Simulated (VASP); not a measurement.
Input of a VASP 6.6.1 run:

Contents of INCAR:

```
SYSTEM = NaRh
  ALGO = Normal
  EDIFF = 1E-6
  ENCUT = 520
  GGA = PE
  ISIF = 2
  ISMEAR = 0
  LASPH = .True.
  LCHARG = .False.
  LREAL = .False.
  LWAVE = .False.
  NBANDS = 18
  NELM = 100
  PREC = Accurate
  SIGMA = 0.1
```

The input KPOINTS:

```
k-points
0
Gamma
  24 24 12
  0 0 0
```

File POSCAR:

```
NaRh
1.0
    2.7634287096      0.0000000000      0.0000000000
   -1.3817143548      2.3931994641      0.0000000000
    0.0000000000      0.0000000000      5.0116757452
Na Rh
1 1
Direct
    0.0000000000      0.0000000000      0.0000000000
    0.3333333333      0.6666666667      0.5000000000
```

Potentials or basis: VASP PAW PBE potentials, release 64 (Na_pv, Rh_pv).

Launch:

```sh
$ cat potpaw_PBE.64/Na_pv/POTCAR potpaw_PBE.64/Rh_pv/POTCAR > POTCAR
$ mpirun -np 1 vasp_std > vasp.out
```

(1) Estimate the band gap on the k mesh.

(2) What does it give for the pressure?

## Answers

(1) zero (band 11 reaches 7.00 eV, above the bottom of band 12 at 5.62 eV).

(2) 0.1 GPa.
